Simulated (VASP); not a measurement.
# ZrHSe2 (P-3m1) in VASP: further runs

Runs on ZrHSe2. Level: PBE+D3(BJ). Tasks: single point, relaxation of cell and atoms.

Everything below comes from runs of VASP 6.6.1. Logs are shortened: lines on timing, memory, paths and dates and some standing lists are left out, and cuts for length are marked.

## 1. The cell of the first run

The structure is trigonal, space group P-3m1 (No. 164). The conventional cell has a = 3.798 Å, b = 3.798 Å, c = 5.484 Å, α = 90.00°, β = 90.00°, γ = 120.00°. Zr (site symmetry -3m) has 6 Se at 2.69 Å and 2 H at 2.74 Å within 3.6 Å. Within 3.3 Å of Se (site symmetry 3m) lie 3 H at 2.49 Å and 3 Zr at 2.69 Å and 3 Se at 3.22 Å. Within 3.3 Å of H (site symmetry -3m) lie 6 Se at 2.49 Å and 2 Zr at 2.74 Å.

## 2. Single point, PBE+D3(BJ)

INCAR

```
PREC = Accurate
ENCUT = 500
EDIFF = 1E-6
ISMEAR = 0
SIGMA = 0.1
LREAL = F
LASPH = T
NELM = 120
ALGO = Normal
ISIF = 2
LWAVE = F
LCHARG = T
GGA = PE
IVDW = 12
LELF = T
LVHAR = T
NBANDS = 20
GGA_COMPAT = F
```

KPOINTS

```
regular mesh
0
Gamma
  12 12 6
```

POSCAR

```
ZrHSe2
1.0
    3.7983326261      0.0000000000      0.0000000000
   -1.8991663131      3.2894525462      0.0000000000
    0.0000000000      0.0000000000      5.4843189347
Zr Se H
1 2 1
Direct
    0.0000000000      0.0000000000      0.0000000000
    0.3333333333      0.6666666667      0.2854419268
    0.6666666667      0.3333333333      0.7145580732
    0.0000000000      0.0000000000      0.5000000000
```

Potentials or basis: VASP PAW PBE potentials, release 64 (Zr_sv, Se, H).

The run is started by

```sh
cat potpaw_PBE.64/Zr_sv/POTCAR potpaw_PBE.64/Se/POTCAR potpaw_PBE.64/H/POTCAR > POTCAR
mpirun -np 1 vasp_std > vasp.out
```

OUTCAR:

```text
PREC = Accurate
   ENCUT = 500
   EDIFF = 1E-6
   ISMEAR = 0
   LREAL = F
   LASPH = T
   NELM = 120
   ISIF = 2
   GGA = PE
   IVDW = 12
 IVDW          = 12

 ion  position               nearest neighbor table
   1  0.000  0.000  0.000-   2 2.69   3 2.69   3 2.69   2 2.69   3 2.69   2 2.69
   2  0.333  0.667  0.285-   1 2.69   1 2.69   1 2.69
   3  0.667  0.333  0.715-   1 2.69   1 2.69   1 2.69
   4  0.000  0.000  0.500-

  LATTYP: Found a hexagonal cell.
 ALAT       =     3.7983326261
 C/A-ratio  =     1.4438753723

  Lattice vectors:

 A1 = (   3.7983326261,   0.0000000000,   0.0000000000)
 A2 = (  -1.8991663131,   3.2894525462,   0.0000000000)
 A3 = (   0.0000000000,   0.0000000000,   5.4843189347)

Analysis of symmetry for initial positions (statically):
=====================================================================
 Subroutine PRICEL returns:
 Original cell was already a primitive cell.

 Routine SETGRP: Setting up the symmetry group for a
 hexagonal supercell.

 Subroutine GETGRP returns: Found 12 space group operations
 (whereof 12 operations were pure point group operations)
 out of a pool of 24 trial point group operations.

The static configuration has the point symmetry D_3d.

Analysis of symmetry for dynamics (positions and initial velocities):
=====================================================================
 Subroutine PRICEL returns:
 Original cell was already a primitive cell.

 Routine SETGRP: Setting up the symmetry group for a
 hexagonal supercell.

 Subroutine GETGRP returns: Found 12 space group operations
 (whereof 12 operations were pure point group operations)
 out of a pool of 24 trial point group operations.

The dynamic configuration has the point symmetry D_3d.

 Subroutine INISYM returns: Found 12 space group operations
 (whereof 12 operations are pure point group operations),
 and found     1 'primitive' translations

----------------------------------------------------------------------------------------

                                     Primitive cell

  volume of cell :      68.5235

  direct lattice vectors                    reciprocal lattice vectors
     3.798332626  0.000000000  0.000000000     0.263273415  0.152000977  0.000000000
    -1.899166313  3.289452546  0.000000000     0.000000000  0.304001954  0.000000000
     0.000000000  0.000000000  5.484318935     0.000000000  0.000000000  0.182338046

  length of vectors
     3.798332626  3.798332626  5.484318935     0.304001954  0.304001954  0.182338046

  position of ions in fractional coordinates (direct lattice)
     0.000000000  0.000000000  0.000000000
     0.333333333  0.666666667  0.285441927
     0.666666667  0.333333333  0.714558073
     0.000000000  0.000000000  0.500000000

  ion indices of the primitive-cell ions
   primitive index   ion index
                 1           1
                 2           2
                 3           3
                 4           4

----------------------------------------------------------------------------------------

 KPOINTS: regular mesh

Automatic generation of k-mesh.
 Grid dimensions read from file:
 generate k-points for:   12   12    6

 Generating k-lattice:

  Cartesian coordinates                     Fractional coordinates (reciprocal lattice)
     0.021939451  0.012666748  0.000000000     0.083333333  0.000000000  0.000000000
     0.000000000  0.025333496  0.000000000     0.000000000  0.083333333  0.000000000
     0.000000000  0.000000000  0.030389674     0.000000000  0.000000000  0.166666667

  Length of vectors
     0.025333496  0.025333496  0.030389674

  Shift w.r.t. Gamma in fractional coordinates (k-lattice)
     0.000000000  0.000000000  0.000000000

 Subroutine IBZKPT returns following result:
 ===========================================

 Found    100 irreducible k-points:

 Following reciprocal coordinates:
            Coordinates               Weight
  0.000000  0.000000  0.000000      1.000000
  0.083333  0.000000  0.000000      6.000000
  0.166667  0.000000  0.000000      6.000000
  0.250000  0.000000  0.000000      6.000000
  0.333333  0.000000  0.000000      6.000000
  0.416667  0.000000  0.000000      6.000000
[... 16 lines left out ...]
  0.166667  0.000000  0.166667      6.000000
  0.000000  0.166667  0.166667      6.000000
 [... further k-points ...]
   k-points           NKPTS =    100   k-points in BZ     NKDIM =    100   number of bands    NBANDS=     20
   number of dos      NEDOS =    301   number of ions     NIONS =      4
   total plane-waves  NPLWV =  31360
   dimension x,y,z NGX =    28 NGY =   28 NGZ =   40
   dimension x,y,z NGXF=    56 NGYF=   56 NGZF=   80
   ions per type =               1   2   1
   NGX,Y,Z   is equivalent  to a cutoff of  12.26, 12.26, 12.13 a.u.
   NGXF,Y,Z  is equivalent  to a cutoff of  24.51, 24.51, 24.25 a.u.
 SYSTEM =  unknown system
   PREC   = accura    normal or accurate (medium, high low for compatibility)
   ISTART =      0    job   : 0-new  1-cont  2-samecut
   ICHARG =      2    charge: 1-file 2-atom 10-const
   ISPIN  =      1    spin polarized calculation?
   LNONCOLLINEAR =      F non collinear calculations
   LSORBIT =      F    spin-orbit coupling
   LASPH  =      T    aspherical Exc in radial PAW
   ENCUT  =  500.0 eV  36.75 Ry    6.06 a.u.   6.93  6.93 10.00*2*pi/ulx,y,z
   NELM   =    120;   NELMIN=  2; NELMDL= -5     # of ELM steps
   EDIFF  = 0.1E-05   stopping-criterion for ELM
   LREAL  =      F    real-space projection
   EDIFFG = 0.1E-04   stopping-criterion for IOM
   NSW    =      0    number of steps for IOM
   IBRION =     -1    ionic relax: 0-MD 1-quasi-New 2-CG
   NFREE  =      0    steps in history (QN), initial steepest desc. (CG)
   ISIF   =      2    stress and relaxation
   ISYM   =      2    0-nonsym 1-usesym 2-fastsym
   POTIM  = 0.5000    time-step for ionic-motion
   TEBEG  =    0.0;   TEEND  =   0.0 temperature during run
   PSTRESS=    0.0 pullay stress
   NELECT =      25.0000    total number of electrons
   NUPDOWN=      -1.0000    fix difference up-down
   EMIN   =  10.00;   EMAX   =-10.00  energy-range for DOS
   EFERMI =   0.00;   METHOD = LEGACY
   ISMEAR =     0;   SIGMA  =   0.10  broadening in eV -4-tet -1-fermi 0-gaus
   EFERMI_NEDOS =   21; number of points for ismear=-14 and -15
   IALGO  =     38    algorithm
   IMIX   =      4    mixing-type and parameters
     AMIX     =   0.40;   BMIX     =  1.00
     AMIX_MAG =   1.60;   BMIX_MAG =  1.00
  volume/ion in A,a.u.               =      17.13       115.60
  Fermi-wavevector in a.u.,A,eV,Ry     =   1.169791  2.210585 18.618372  1.368412
  Thomas-Fermi vector in A             =   2.306259
   LORBIT       =      0    0 simple, 1 ext, 2 COOP (PROOUT), +10 PAW based schemes
   GGA     = PE    functional components
   LHFCALC =     F    Hartree Fock is set to
   AEXX    =    0.0000 exact exchange contribution
   IVDW    =    12    specifies the selected vdW correction
   LEPSILON=     F    determine dielectric tensor
   LRPA    =     F    only Hartree local field effects (RPA)
 non-spin polarized calculation
 Gauss-broadening in eV      SIGMA  =   0.10
  energy-cutoff  :      500.00
  volume of cell :       68.52
 maximum number of plane-waves:      1754
   NGX = 13   NGY = 13   NGZ = 19

 number of electron      25.0000001 magnetization

 Free energy of the ion-electron system (eV)
  ---------------------------------------------------
  ext. energy  EPLUGINS =         0.00000000
  ---------------------------------------------------
  free energy    TOTEN  =       -20.71204278 eV

  energy without entropy =      -20.70097595  energy(sigma->0) =      -20.70650936

 E-fermi :   6.2609     XC(G=0): -10.5082

 val. band max:        6.2578442825   @ k =   0.1667   0.0833   0.0000
 cond. band min:       6.2812199128   @ k =   0.3333   0.3333   0.0000
 fundamental gap:      0.0233756303
 Fermi energy:         6.2608965734

 k-point     1 :       0.0000    0.0000    0.0000
  band No.  band energies     occupation
      1     -43.2671      2.00000
      2     -21.3403      2.00000
      3     -21.2367      2.00000
      4     -21.2367      2.00000
      5      -8.1587      2.00000
      6      -5.9670      2.00000
[... 12 lines left out ...]
     19      10.1310      0.00000
     20      13.0343      0.00000

 k-point     2 :       0.0833    0.0000    0.0000
  band No.  band energies     occupation
      1     -43.2663      2.00000
      2     -21.3373      2.00000
      3     -21.2496      2.00000
      4     -21.2395      2.00000
      5      -8.0882      2.00000
      6      -5.9866      2.00000
[... 12 lines left out ...]
     19      10.7169      0.00000
     20      12.6470      0.00000

 k-point     3 :       0.1667    0.0000    0.0000
  band No.  band energies     occupation
      1     -43.2641      2.00000
      2     -21.3291      2.00000
      3     -21.2845      2.00000
      4     -21.2469      2.00000
      5      -7.8855      2.00000
      6      -6.0421      2.00000
[... 12 lines left out ...]
     19      11.5849      0.00000
     20      12.9167      0.00000

 k-point     4 :       0.2500    0.0000    0.0000
  band No.  band energies     occupation
      1     -43.2610      2.00000
      2     -21.3332      2.00000
      3     -21.3161      2.00000
      4     -21.2571      2.00000
      5      -7.5783      2.00000
      6      -6.1263      2.00000
[... 12 lines left out ...]
     19      12.2224      0.00000
     20      13.6874      0.00000

 k-point     5 :       0.3333    0.0000    0.0000
  band No.  band energies     occupation
      1     -43.2579      2.00000
      2     -21.3791      2.00000
      3     -21.3054      2.00000
      4     -21.2672      2.00000
      5      -7.2142      2.00000
      6      -6.2341      2.00000
[... 12 lines left out ...]
     19      12.5130      0.00000
     20      13.5212      0.00000

 k-point     6 :       0.4167    0.0000    0.0000
  band No.  band energies     occupation
      1     -43.2557      2.00000
      2     -21.4128      2.00000
      3     -21.2970      2.00000
      4     -21.2746      2.00000
      5      -6.8589      2.00000
      6      -6.3732      2.00000
[... 12 lines left out ...]
     19      12.0927      0.00000
     20      13.7089      0.00000

 k-point     7 :       0.5000    0.0000    0.0000
  band No.  band energies     occupation
      1     -43.2549      2.00000
      2     -21.4251      2.00000
      3     -21.2939      2.00000
      4     -21.2773      2.00000
      5      -6.5889      2.00000
      6      -6.5562      2.00000
[... 12 lines left out ...]
     19      11.7181      0.00000
     20      13.8494      0.00000
[... 277 lines left out ...]
 k-point    20 :       0.0000    0.0000    0.1667
  band No.  band energies     occupation
      1     -43.2671      2.00000
      2     -21.3413      2.00000
      3     -21.2367      2.00000
      4     -21.2367      2.00000
      5      -8.0542      2.00000
      6      -6.1655      2.00000
[... 12 lines left out ...]
     19      10.5950      0.00000
     20      13.0253      0.00000

 k-point    21 :       0.0833    0.0000    0.1667
  band No.  band energies     occupation
      1     -43.2663      2.00000
      2     -21.3382      2.00000
      3     -21.2496      2.00000
      4     -21.2395      2.00000
      5      -7.9864      2.00000
      6      -6.1730      2.00000
[... 12 lines left out ...]
     19      11.0137      0.00000
     20      12.8652      0.00000

 k-point    22 :       0.0000    0.0833    0.1667
  band No.  band energies     occupation
      1     -43.2663      2.00000
      2     -21.3382      2.00000
      3     -21.2496      2.00000
      4     -21.2394      2.00000
      5      -7.9886      2.00000
      6      -6.1680      2.00000
[... 12 lines left out ...]
     19      10.9790      0.00000
     20      12.7812      0.00000

 k-point    23 :       0.1667    0.0000    0.1667
  band No.  band energies     occupation
      1     -43.2641      2.00000
      2     -21.3299      2.00000
      3     -21.2844      2.00000
      4     -21.2469      2.00000
      5      -7.7880      2.00000
      6      -6.2052      2.00000
[... 12 lines left out ...]
     19      12.0758      0.00000
     20      13.0322      0.00000

 k-point    24 :       0.0000    0.1667    0.1667
  band No.  band energies     occupation
      1     -43.2641      2.00000
      2     -21.3299      2.00000
      3     -21.2844      2.00000
      4     -21.2469      2.00000
      5      -7.8056      2.00000
      6      -6.1684      2.00000
[... 12 lines left out ...]
     19      11.6023      0.00000
     20      13.0566      0.00000

 [... further k-points ...]

------------------------ aborting loop because EDIFF is reached ----------------------------------------

 Edisp (eV)   -1.52377

 E8    (eV) :    -0.6562

  FORCE on cell =-STRESS in cart. coord.  units (eV):
  Direction    XX          YY          ZZ          XY          YZ          ZX
  --------------------------------------------------------------------------------------
  -------------------------------------------------------------------------------------
  Total       0.03703     0.03703     0.02123    -0.00000    -0.00000     0.00000
  in kB       0.86575     0.86575     0.49648    -0.00000    -0.00000     0.00000
  external pressure =        0.74 kB  Pullay stress =        0.00 kB

 VOLUME and BASIS-vectors are now :
 -----------------------------------------------------------------------------
  energy-cutoff  :      500.00
  volume of cell :       68.52
      direct lattice vectors                 reciprocal lattice vectors
     3.798332626  0.000000000  0.000000000     0.263273415  0.152000977  0.000000000
    -1.899166313  3.289452546  0.000000000     0.000000000  0.304001954  0.000000000
     0.000000000  0.000000000  5.484318935     0.000000000  0.000000000  0.182338046

 POSITION                                       TOTAL-FORCE (eV/Angst)
 -----------------------------------------------------------------------------------
      0.00000      0.00000      0.00000         0.000000      0.000000     -0.000000
     -0.00000      2.19297      1.56545         0.000000     -0.000000      0.013991
      1.89917      1.09648      3.91886        -0.000000      0.000000     -0.013991
      0.00000      0.00000      2.74216         0.000000      0.000000     -0.000000
 -----------------------------------------------------------------------------------
    total drift:                               -0.000000     -0.000000     -0.000000

  FREE ENERGIE OF THE ION-ELECTRON SYSTEM (eV)
  ---------------------------------------------------
  free  energy   TOTEN  =       -22.2358097017 eV

  energy  without entropy=      -22.2247428734  energy(sigma->0) =      -22.23027629
```

It took 61 s on 1 thread of Intel Xeon 6975P-C (Granite Rapids), shared host; peak memory 0.28 GiB.

Results:

```
Free energy                : -22.2358 eV
Pressure                   : 0.1 GPa
Largest force              : 0.014 eV/Å
Band gap on the k mesh     : zero (an odd number of electrons rules out a gap without spin polarisation)
Dispersion energy per atom : -0.381 eV
```

Forces on the atoms (eV/Å):
```
Zr   0.000  0.000  0.000
Se   0.000  0.000  0.014
Se   0.000  0.000 -0.014
H    0.000  0.000  0.000
```

Levels at points of the mesh, in eV from the Fermi level:
| k point | band 8 | band 9 | band 10 | band 11 | band 12 | band 13 | band 14 | band 15 | band 16 | band 17 |
| --- | --- | --- | --- | --- | --- | --- | --- | --- | --- | --- |
| (0.00, 0.00, 0.00) | -3.27 | -3.27 | -0.60 | -0.60 | -0.30 | 0.32 | 0.83 | 0.83 | 1.69 | 3.30 |
| (0.50, 0.00, 0.00) | -3.70 | -3.34 | -2.78 | -2.77 | -2.58 | -1.21 | 2.30 | 2.34 | 2.81 | 4.76 |
| (0.00, 0.00, 0.50) | -3.45 | -3.05 | -3.05 | -1.22 | -1.22 | 0.67 | 0.67 | 0.84 | 1.27 | 4.49 |
| (0.50, 0.00, 0.50) | -5.58 | -3.58 | -2.82 | -1.52 | -1.31 | -0.04 | 0.46 | 2.32 | 2.64 | 3.53 |

## 3. Relaxation of cell and atoms, PBE+D3(BJ)

This run uses another cell than the first one, of 17.18 Å³/atom.

INCAR

```
PREC = Accurate
ENCUT = 500
EDIFF = 1E-7
ISMEAR = 0
SIGMA = 0.1
LREAL = False
LASPH = True
NELM = 120
ALGO = Normal
ISIF = 3
LWAVE = False
LCHARG = False
GGA = PE
IVDW = 12
IBRION = 2
NSW = 90
EDIFFG = -0.025
GGA_COMPAT = False
NELMIN = 4
```

KPOINTS is that of step 2.

POSCAR

```
ZrHSe2
1.0
    3.7997223223      0.0000000000      0.0000000000
   -1.8998611612      3.2906560584      0.0000000000
    0.0000000000      0.0000000000      5.4973744372
Zr Se H
1 2 1
Direct
    0.0000000000      0.0000000000      0.0000000000
    0.3333333333      0.6666666667      0.2843690543
    0.6666666667      0.3333333333      0.7156309457
    0.0000000000      0.0000000000      0.5000000000
```

Potentials or basis: VASP PAW PBE potentials, release 64 (Zr_sv, Se, H).

The run is started by

```sh
cat potpaw_PBE.64/Zr_sv/POTCAR potpaw_PBE.64/Se/POTCAR potpaw_PBE.64/H/POTCAR > POTCAR
mpirun -np 1 vasp_std > vasp.out
```

It took 2 min on 1 thread of Intel Xeon 6975P-C (Granite Rapids), shared host; peak memory 0.27 GiB.

It converged, with:

- Free energy: -22.2358 eV
- Relaxed volume: 17.17 Å³/atom
- Relaxed cell: a = 3.801 Å, b = 3.801 Å, c = 5.489 Å, α = 90.00°, β = 90.00°, γ = 120.00°
- Space group after relaxing (to 0.1 Å): P-3m1 (No. 164)
- Energy gained by relaxing: 0.1 meV/atom
- Ionic steps: 3
- Pressure after relaxing: -0.2 GPa
- Largest force after relaxing: 0.015 eV/Å
- Band gap on the k mesh: zero (an odd number of electrons rules out a gap without spin polarisation)
- Dispersion energy per atom: -0.380 eV

Forces on the atoms (eV/Å):
```
Zr   0.000  0.000  0.000
Se   0.000  0.000 -0.015
Se   0.000  0.000  0.015
H    0.000  0.000  0.000
```

The path:
| step | energy change (eV) | largest force (eV/Å) | pressure (GPa) | volume (Å³) |
| --- | --- | --- | --- | --- |
| 1 | 0.0000 | 0.0540 | -0.02 | 68.74 |
| 2 | -0.0002 | 0.0280 | -0.08 | 68.71 |
| 3 | -0.0004 | 0.0149 | -0.19 | 68.68 |

Final structure:
```xyz
4
Lattice="3.8011 0.0000 0.0000 -1.9006 3.2919 0.0000 0.0000 0.0000 5.4886" Properties=species:S:1:pos:R:3 pbc="T T T"
Zr    0.0000    0.0000    0.0000
Se    0.0000    2.1946    1.5677
Se    1.9006    1.0973    3.9209
H     0.0000    0.0000    2.7443
```

Levels at points of the mesh, in eV from the Fermi level:
```tsv
k point	band 9	band 10	band 11	band 12	band 13	band 14	band 15	band 16
(0.00, 0.00, 0.00)	-3.26	-0.60	-0.60	-0.30	0.32	0.83	0.83	1.68
(0.50, 0.00, 0.00)	-3.33	-2.77	-2.76	-2.57	-1.21	2.30	2.33	2.80
(0.00, 0.00, 0.50)	-3.04	-3.04	-1.23	-1.23	0.67	0.67	0.84	1.27
(0.50, 0.00, 0.50)	-3.57	-2.81	-1.52	-1.31	-0.04	0.46	2.31	2.63
```
